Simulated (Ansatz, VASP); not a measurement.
**Two plane-wave programs on TiS2**

```
CELL_PARAMETERS angstrom
3.41060 0.00000 0.00000
-1.70530 2.95367 0.00000
0.00000 0.00000 5.73872
ATOMIC_POSITIONS crystal
Ti 0.00000 0.00000 0.00000
S 0.33333 0.66667 0.24491
S 0.66667 0.33333 0.75509
```

Alike in both runs: task single point; functional PBE-based screened hybrid; k mesh 6 × 6 × 2; occupations fermi-dirac, width 0.02 eV; no spin polarisation.

|  | VASP | Ansatz |
| --- | --- | --- |
| version | VASP 6.6.1 | Ansatz 0.2.0 |
| potentials or method | VASP PAW PBE potentials, release 64 (Ti_sv, S) | plane waves |
| plane-wave cutoff (eV) | 400 | 420 |
| valence electrons in the cell | 24 | 24 |

|  | VASP | Ansatz | Ansatz less VASP |
| --- | --- | --- | --- |
| pressure (GPa) | 0.2 | 0.6 | +0.37 |
| traceless stress, the component that is largest in VASP (GPa) | 0.35 | 0.30 | -0.054 |
| rms of the force components (eV/Å) | 0.078 | 0.081 | +0.0028 |

VASP's potentials were made for PBE, not for PBE-based screened hybrid. Atom by atom the forces differ by 0.003 eV/Å (rms over components). Ansatz's warnings: stress exchange threshold loose, stress scf threshold loose.

The k mesh is coarse, so the values compare programs but aren't converged.
